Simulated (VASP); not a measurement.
# NbSi (CsCl type) (Pm-3m) in VASP: a series of runs

Runs on NbSi (CsCl type). Level: LDA. Tasks: single point.

Program: VASP 6.6.1. These are calculated values, not measurements. Logs are shortened: lines on timing, memory, paths and dates and some standing lists are left out, and cuts for length are marked.

### Step 1. The cell of the first run

The structure is cubic, space group Pm-3m (No. 221). The conventional cell has a = 3.110 Å, b = 3.110 Å, c = 3.110 Å, α = 90.00°, β = 90.00°, γ = 90.00°. Within 3.6 Å of Nb (site symmetry m-3m) lie 8 Si at 2.69 Å and 6 Nb at 3.11 Å. Within 3.6 Å of Si (site symmetry m-3m) lie 8 Nb at 2.69 Å and 6 Si at 3.11 Å.

### Step 2. Single point, LDA

INCAR

```
SYSTEM = NbSi
  PREC = Accurate
  ENCUT = 520
  EDIFF = 1E-6
  ISMEAR = -1
  SIGMA = 0.1
  LREAL = .False.
  LASPH = .True.
  NELM = 80
  ALGO = Normal
  ISIF = 2
  LWAVE = .False.
  LCHARG = .False.
  GGA = CA
  NBANDS = 16
```

KPOINTS

```
Automatic mesh
0
Gamma
  14 14 14
  0 0 0
```

POSCAR

```
NbSi
1.0
    3.1099964734      0.0000000000      0.0000000000
    0.0000000000      3.1099964734      0.0000000000
    0.0000000000      0.0000000000      3.1099964734
Nb Si
1 1
Direct
    0.0000000000      0.0000000000      0.0000000000
    0.5000000000      0.5000000000      0.5000000000
```

Potentials or basis: VASP PAW LDA potentials, release 64 (Nb_sv, Si).

Command:

```bash
$ cat potpaw_LDA.64/Nb_sv/POTCAR potpaw_LDA.64/Si/POTCAR > POTCAR
$ mpirun -np 1 vasp_std > vasp.out
```

OUTCAR:

```text
SYSTEM = NbSi
   PREC = Accurate
   ENCUT = 520
   EDIFF = 1E-6
   ISMEAR = -1
   LREAL = .False.
   LASPH = .True.
   NELM = 80
   ISIF = 2
   GGA = CA

 ion  position               nearest neighbor table
   1  0.000  0.000  0.000-   2 2.69   2 2.69   2 2.69   2 2.69   2 2.69   2 2.69   2 2.69   2 2.69

   2  0.500  0.500  0.500-   1 2.69   1 2.69   1 2.69   1 2.69   1 2.69   1 2.69   1 2.69   1 2.69

  LATTYP: Found a simple cubic cell.
 ALAT       =     3.1099964734

  Lattice vectors:

 A1 = (   3.1099964734,   0.0000000000,   0.0000000000)
 A2 = (   0.0000000000,   3.1099964734,   0.0000000000)
 A3 = (   0.0000000000,   0.0000000000,   3.1099964734)

Analysis of symmetry for initial positions (statically):
=====================================================================
 Subroutine PRICEL returns:
 Original cell was already a primitive cell.

 Routine SETGRP: Setting up the symmetry group for a
 simple cubic supercell.

 Subroutine GETGRP returns: Found 48 space group operations
 (whereof 48 operations were pure point group operations)
 out of a pool of 48 trial point group operations.

The static configuration has the point symmetry O_h .

Analysis of symmetry for dynamics (positions and initial velocities):
=====================================================================
 Subroutine PRICEL returns:
 Original cell was already a primitive cell.

 Routine SETGRP: Setting up the symmetry group for a
 simple cubic supercell.

 Subroutine GETGRP returns: Found 48 space group operations
 (whereof 48 operations were pure point group operations)
 out of a pool of 48 trial point group operations.

The dynamic configuration has the point symmetry O_h .

 Subroutine INISYM returns: Found 48 space group operations
 (whereof 48 operations are pure point group operations),
 and found     1 'primitive' translations

----------------------------------------------------------------------------------------

                                     Primitive cell

  volume of cell :      30.0801

  direct lattice vectors                    reciprocal lattice vectors
     3.109996473  0.000000000  0.000000000     0.321543773  0.000000000  0.000000000
     0.000000000  3.109996473  0.000000000     0.000000000  0.321543773  0.000000000
     0.000000000  0.000000000  3.109996473     0.000000000  0.000000000  0.321543773

  length of vectors
     3.109996473  3.109996473  3.109996473     0.321543773  0.321543773  0.321543773

  position of ions in fractional coordinates (direct lattice)
     0.000000000  0.000000000  0.000000000
     0.500000000  0.500000000  0.500000000

  ion indices of the primitive-cell ions
   primitive index   ion index
                 1           1
                 2           2

----------------------------------------------------------------------------------------

 KPOINTS: Automatic mesh

Automatic generation of k-mesh.
 Grid dimensions read from file:
 generate k-points for:   14   14   14

 Generating k-lattice:

  Cartesian coordinates                     Fractional coordinates (reciprocal lattice)
     0.022967412  0.000000000  0.000000000     0.071428571  0.000000000  0.000000000
     0.000000000  0.022967412  0.000000000     0.000000000  0.071428571  0.000000000
     0.000000000  0.000000000  0.022967412     0.000000000  0.000000000  0.071428571

  Length of vectors
     0.022967412  0.022967412  0.022967412

  Shift w.r.t. Gamma in fractional coordinates (k-lattice)
     0.000000000  0.000000000  0.000000000

 Subroutine IBZKPT returns following result:
 ===========================================

 Found    120 irreducible k-points:

 Following reciprocal coordinates:
            Coordinates               Weight
  0.000000  0.000000  0.000000      1.000000
  0.071429  0.000000  0.000000      6.000000
  0.142857  0.000000  0.000000      6.000000
  0.214286  0.000000  0.000000      6.000000
  0.285714  0.000000  0.000000      6.000000
  0.357143  0.000000  0.000000      6.000000
[... 16 lines left out ...]
  0.285714  0.214286  0.000000     24.000000
  0.357143  0.214286  0.000000     24.000000
 [... further k-points ...]
   k-points           NKPTS =    120   k-points in BZ     NKDIM =    120   number of bands    NBANDS=     16
   number of dos      NEDOS =    301   number of ions     NIONS =      2
   total plane-waves  NPLWV =  13824
   dimension x,y,z NGX =    24 NGY =   24 NGZ =   24
   dimension x,y,z NGXF=    48 NGYF=   48 NGZF=   48
   ions per type =               1   1
   NGX,Y,Z   is equivalent  to a cutoff of  12.83, 12.83, 12.83 a.u.
   NGXF,Y,Z  is equivalent  to a cutoff of  25.66, 25.66, 25.66 a.u.
 SYSTEM =  NbSi
   PREC   = accura    normal or accurate (medium, high low for compatibility)
   ISTART =      0    job   : 0-new  1-cont  2-samecut
   ICHARG =      2    charge: 1-file 2-atom 10-const
   ISPIN  =      1    spin polarized calculation?
   LNONCOLLINEAR =      F non collinear calculations
   LSORBIT =      F    spin-orbit coupling
   LASPH  =      T    aspherical Exc in radial PAW
   ENCUT  =  520.0 eV  38.22 Ry    6.18 a.u.   5.78  5.78  5.78*2*pi/ulx,y,z
   NELM   =     80;   NELMIN=  2; NELMDL= -5     # of ELM steps
   EDIFF  = 0.1E-05   stopping-criterion for ELM
   LREAL  =      F    real-space projection
   EDIFFG = 0.1E-04   stopping-criterion for IOM
   NSW    =      0    number of steps for IOM
   IBRION =     -1    ionic relax: 0-MD 1-quasi-New 2-CG
   NFREE  =      0    steps in history (QN), initial steepest desc. (CG)
   ISIF   =      2    stress and relaxation
   ISYM   =      2    0-nonsym 1-usesym 2-fastsym
   POTIM  = 0.5000    time-step for ionic-motion
   TEBEG  =    0.0;   TEEND  =   0.0 temperature during run
   PSTRESS=    0.0 pullay stress
   NELECT =      17.0000    total number of electrons
   NUPDOWN=      -1.0000    fix difference up-down
   EMIN   =  10.00;   EMAX   =-10.00  energy-range for DOS
   EFERMI =   0.00;   METHOD = LEGACY
   ISMEAR =    -1;   SIGMA  =   0.10  broadening in eV -4-tet -1-fermi 0-gaus
   EFERMI_NEDOS =   21; number of points for ismear=-14 and -15
   IALGO  =     38    algorithm
   IMIX   =      4    mixing-type and parameters
     AMIX     =   0.40;   BMIX     =  1.00
     AMIX_MAG =   1.60;   BMIX_MAG =  1.00
  volume/ion in A,a.u.               =      15.04       101.50
  Fermi-wavevector in a.u.,A,eV,Ry     =   1.353520  2.557781 24.926084  1.832016
  Thomas-Fermi vector in A             =   2.480768
   LORBIT       =      0    0 simple, 1 ext, 2 COOP (PROOUT), +10 PAW based schemes
   GGA     = CA    functional components
   LHFCALC =     F    Hartree Fock is set to
   AEXX    =    0.0000 exact exchange contribution
   IVDW    =     0    specifies the selected vdW correction
   LEPSILON=     F    determine dielectric tensor
   LRPA    =     F    only Hartree local field effects (RPA)
 non-spin polarized calculation
  energy-cutoff  :      520.00
  volume of cell :       30.08
 maximum number of plane-waves:       840
 NGX is ok and might be reduce to    24
   NGX = 11   NGY = 11   NGZ = 11

 number of electron      17.0000000 magnetization

 Free energy of the ion-electron system (eV)
  ---------------------------------------------------
  ext. energy  EPLUGINS =         0.00000000
  ---------------------------------------------------
  free energy    TOTEN  =       -17.75194486 eV

  energy without entropy =      -17.70196147  energy(sigma->0) =      -17.72695317

 E-fermi :  11.6365     XC(G=0): -12.4335

 val. band max:       11.6206227420   @ k =   0.5000   0.2143   0.1429
 cond. band min:      11.6437892436   @ k =   0.3571   0.3571   0.0714
 fundamental gap:      0.0231665016
 Fermi energy:        11.6365179372

 k-point     1 :       0.0000    0.0000    0.0000
  band No.  band energies     occupation
      1     -42.5965      2.00000
      2     -18.6654      2.00000
      3     -18.6654      2.00000
      4     -18.6654      2.00000
      5       0.3885      2.00000
      6       8.7962      2.00000
[... 8 lines left out ...]
     15      22.0549      0.00000
     16      22.0549      0.00000

 k-point     2 :       0.0714    0.0000    0.0000
  band No.  band energies     occupation
      1     -42.5943      2.00000
      2     -18.6921      2.00000
      3     -18.6630      2.00000
      4     -18.6630      2.00000
      5       0.4821      2.00000
      6       8.7793      2.00000
[... 8 lines left out ...]
     15      21.8387      0.00000
     16      22.3913      0.00000

 k-point     3 :       0.1429    0.0000    0.0000
  band No.  band energies     occupation
      1     -42.5881      2.00000
      2     -18.7663      2.00000
      3     -18.6562      2.00000
      4     -18.6562      2.00000
      5       0.7573      2.00000
      6       8.6510      2.00000
[... 8 lines left out ...]
     15      21.9409      0.00000
     16      23.5917      0.00000

 k-point     4 :       0.2143    0.0000    0.0000
  band No.  band energies     occupation
      1     -42.5792      2.00000
      2     -18.8720      2.00000
      3     -18.6464      2.00000
      4     -18.6464      2.00000
      5       1.1986      2.00000
      6       8.2446      2.00000
[... 8 lines left out ...]
     15      21.9988      0.00000
     16      25.2628      0.00000

 k-point     5 :       0.2857    0.0000    0.0000
  band No.  band energies     occupation
      1     -42.5692      2.00000
      2     -18.9871      2.00000
      3     -18.6355      2.00000
      4     -18.6355      2.00000
      5       1.7830      2.00000
      6       7.5162      2.00000
[... 8 lines left out ...]
     15      21.9810      0.00000
     16      24.5841      0.00000

 k-point     6 :       0.3571    0.0000    0.0000
  band No.  band energies     occupation
      1     -42.5602      2.00000
      2     -19.0891      2.00000
      3     -18.6256      2.00000
      4     -18.6256      2.00000
      5       2.4779      2.00000
      6       6.6047      2.00000
[... 8 lines left out ...]
     15      21.7889      0.00000
     16      23.2873      0.00000

 k-point     7 :       0.4286    0.0000    0.0000
  band No.  band energies     occupation
      1     -42.5540      2.00000
      2     -19.1587      2.00000
      3     -18.6188      2.00000
      4     -18.6188      2.00000
      5       3.2124      2.00000
      6       5.6991      2.00000
[... 8 lines left out ...]
     15      21.3943      0.00000
     16      22.0619      0.00000

 k-point     8 :       0.5000    0.0000    0.0000
  band No.  band energies     occupation
      1     -42.5518      2.00000
      2     -19.1834      2.00000
      3     -18.6163      2.00000
      4     -18.6163      2.00000
      5       3.6541      2.00000
      6       5.1943      2.00000
[... 8 lines left out ...]
     15      20.9933      0.00000
     16      20.9950      0.00000

 k-point     9 :       0.0714    0.0714    0.0000
  band No.  band energies     occupation
      1     -42.5921      2.00000
      2     -18.6918      2.00000
      3     -18.6875      2.00000
      4     -18.6606      2.00000
      5       0.5744      2.00000
      6       8.8044      2.00000
[... 8 lines left out ...]
     15      22.1899      0.00000
     16      22.3112      0.00000
[... 172 lines left out ...]
 k-point    19 :       0.3571    0.1429    0.0000
  band No.  band energies     occupation
      1     -42.5521      2.00000
      2     -19.0743      2.00000
      3     -18.7202      2.00000
      4     -18.6168      2.00000
      5       2.6803      2.00000
      6       6.8064      2.00000
[... 8 lines left out ...]
     15      22.0789      0.00000
     16      23.1065      0.00000

 k-point    20 :       0.4286    0.1429    0.0000
  band No.  band energies     occupation
      1     -42.5459      2.00000
      2     -19.1429      2.00000
      3     -18.7124      2.00000
      4     -18.6100      2.00000
      5       3.3060      2.00000
      6       6.0082      2.00000
[... 8 lines left out ...]
     15      20.7651      0.00000
     16      22.4995      0.00000

 k-point    21 :       0.5000    0.1429    0.0000
  band No.  band energies     occupation
      1     -42.5437      2.00000
      2     -19.1672      2.00000
      3     -18.7096      2.00000
      4     -18.6076      2.00000
      5       3.6368      2.00000
      6       5.6163      2.00000
[... 8 lines left out ...]
     15      19.8385      0.00000
     16      22.2679      0.00000

 k-point    22 :       0.2143    0.2143    0.0000
  band No.  band energies     occupation
      1     -42.5621      2.00000
      2     -18.8575      2.00000
      3     -18.8364      2.00000
      4     -18.6277      2.00000
      5       1.8865      2.00000
      6       8.3792      2.00000
[... 8 lines left out ...]
     15      23.6531      0.00000
     16      23.8493      0.00000

 k-point    23 :       0.2857    0.2143    0.0000
  band No.  band energies     occupation
      1     -42.5523      2.00000
      2     -18.9598      2.00000
      3     -18.8317      2.00000
      4     -18.6170      2.00000
      5       2.3621      2.00000
      6       7.7608      2.00000
[... 8 lines left out ...]
     15      22.6974      0.00000
     16      23.7586      0.00000

 k-point    24 :       0.3571    0.2143    0.0000
  band No.  band energies     occupation
      1     -42.5435      2.00000
      2     -19.0585      2.00000
      3     -18.8193      2.00000
      4     -18.6073      2.00000
      5       2.8934      2.00000
      6       7.0191      2.00000
[... 8 lines left out ...]
     15      21.4910      0.00000
     16      23.5317      0.00000

 [... further k-points ...]
[... 5 lines left out ...]
  --------------------------------------------------------------------------------------
  -------------------------------------------------------------------------------------
  Total        0.0079409      0.0079409      0.0079409      0.0000000      0.0000000      0.0000000
  in kB        0.4229631      0.4229631      0.4229631      0.0000000      0.0000000      0.0000000
  external PRESSURE =       0.4229631 kB  Pullay stress =       0.0000000 kB

 VOLUME and BASIS-vectors are now :
 -----------------------------------------------------------------------------
  energy-cutoff  :      520.00
  volume of cell :       30.08
      direct lattice vectors                 reciprocal lattice vectors
     3.109996473  0.000000000  0.000000000     0.321543773  0.000000000  0.000000000
     0.000000000  3.109996473  0.000000000     0.000000000  0.321543773  0.000000000
     0.000000000  0.000000000  3.109996473     0.000000000  0.000000000  0.321543773

 POSITION                                       TOTAL-FORCE (eV/Angst)
 -----------------------------------------------------------------------------------
      0.00000      0.00000      0.00000         0.000000      0.000000      0.000000
      1.55500      1.55500      1.55500         0.000000      0.000000      0.000000
 -----------------------------------------------------------------------------------
    total drift:                               -0.000000      0.000000      0.000000

  FREE ENERGIE OF THE ION-ELECTRON SYSTEM (eV)
  ---------------------------------------------------
  free  energy   TOTEN  =       -17.7519448600 eV

  energy  without entropy=      -17.7019614742  energy(sigma->0) =      -17.72695317
```

Wall time 29 s (1 thread of Intel Xeon Platinum 8175M at 2.50GHz (Skylake/Cascade Lake), shared host); peak memory 0.17 GiB.

What came out:

- Free energy: -17.7519 eV
- Pressure: 0.0 GPa

### Step 3. Single point, LDA

INCAR

```
SYSTEM = NbSi
PREC = Accurate
ENCUT = 520
EDIFF = 1E-7
ISMEAR = -1
SIGMA = 0.1
LREAL = .False.
LASPH = .True.
NELM = 100
ALGO = Normal
ISIF = 2
LWAVE = .False.
LCHARG = .False.
NBANDS = 16
```

KPOINTS

```
regular mesh
0
Gamma
  14 14 14
  0 0 0
```

POSCAR is that of step 2.

Potentials or basis: VASP PAW LDA potentials, release 64 (Nb_sv, Si).

Command:

```bash
$ cat potpaw_LDA.64/Nb_sv/POTCAR potpaw_LDA.64/Si/POTCAR > POTCAR
$ mpirun -np 1 vasp_std > vasp.out
```

OUTCAR:

```text
SYSTEM = NbSi
   PREC = Accurate
   ENCUT = 520
   EDIFF = 1E-7
   ISMEAR = -1
   LREAL = .False.
   LASPH = .True.
   NELM = 100
   ISIF = 2

 ion  position               nearest neighbor table
   1  0.000  0.000  0.000-   2 2.69   2 2.69   2 2.69   2 2.69   2 2.69   2 2.69   2 2.69   2 2.69

   2  0.500  0.500  0.500-   1 2.69   1 2.69   1 2.69   1 2.69   1 2.69   1 2.69   1 2.69   1 2.69

  LATTYP: Found a simple cubic cell.
 ALAT       =     3.1099964734

  Lattice vectors:

 A1 = (   3.1099964734,   0.0000000000,   0.0000000000)
 A2 = (   0.0000000000,   3.1099964734,   0.0000000000)
[... 625 lines left out ...]
      4     -18.6073      2.00000
      5       2.8935      2.00000
      6       7.0191      2.00000
[... 8 lines left out ...]
     15      21.4911      0.00000
     16      23.5318      0.00000

 [... further k-points ...]
[... 5 lines left out ...]
  --------------------------------------------------------------------------------------
  -------------------------------------------------------------------------------------
  Total        0.0012337      0.0012337      0.0012337     -0.0000000      0.0000000     -0.0000000
  in kB        0.0657118      0.0657118      0.0657118     -0.0000000      0.0000000     -0.0000000
  external PRESSURE =       0.0657118 kB  Pullay stress =       0.0000000 kB

 VOLUME and BASIS-vectors are now :
 -----------------------------------------------------------------------------
  energy-cutoff  :      520.00
  volume of cell :       30.08
      direct lattice vectors                 reciprocal lattice vectors
     3.109996473  0.000000000  0.000000000     0.321543773  0.000000000  0.000000000
     0.000000000  3.109996473  0.000000000     0.000000000  0.321543773  0.000000000
     0.000000000  0.000000000  3.109996473     0.000000000  0.000000000  0.321543773

 POSITION                                       TOTAL-FORCE (eV/Angst)
 -----------------------------------------------------------------------------------
      0.00000      0.00000      0.00000         0.000000      0.000000      0.000000
      1.55500      1.55500      1.55500         0.000000      0.000000      0.000000
 -----------------------------------------------------------------------------------
    total drift:                                0.000000      0.000000      0.000000

  FREE ENERGIE OF THE ION-ELECTRON SYSTEM (eV)
  ---------------------------------------------------
  free  energy   TOTEN  =       -17.7519448613 eV

  energy  without entropy=      -17.7019614816  energy(sigma->0) =      -17.72695317
```

stdout:

```text
POSCAR found type information on POSCAR NbSi
 POSCAR found :  2 types and       2 ions
 scaLAPACK will be used
 LDA part: xc-table for (Slater(with rela. corr.)+CA(PZ))
 , standard interpolation
 POSCAR, INCAR and KPOINTS ok, starting setup
 FFT: planning ... GRIDC
 FFT: planning ... GRID_SOFT
 FFT: planning ... GRID
 WAVECAR not read
 entering main loop
```

It took 29 s on 1 thread of Intel Xeon Platinum 8175M at 2.50GHz (Skylake/Cascade Lake), shared host; peak memory 0.17 GiB.

What came out:

* Free energy: -17.7519 eV
* Pressure: 0.0 GPa
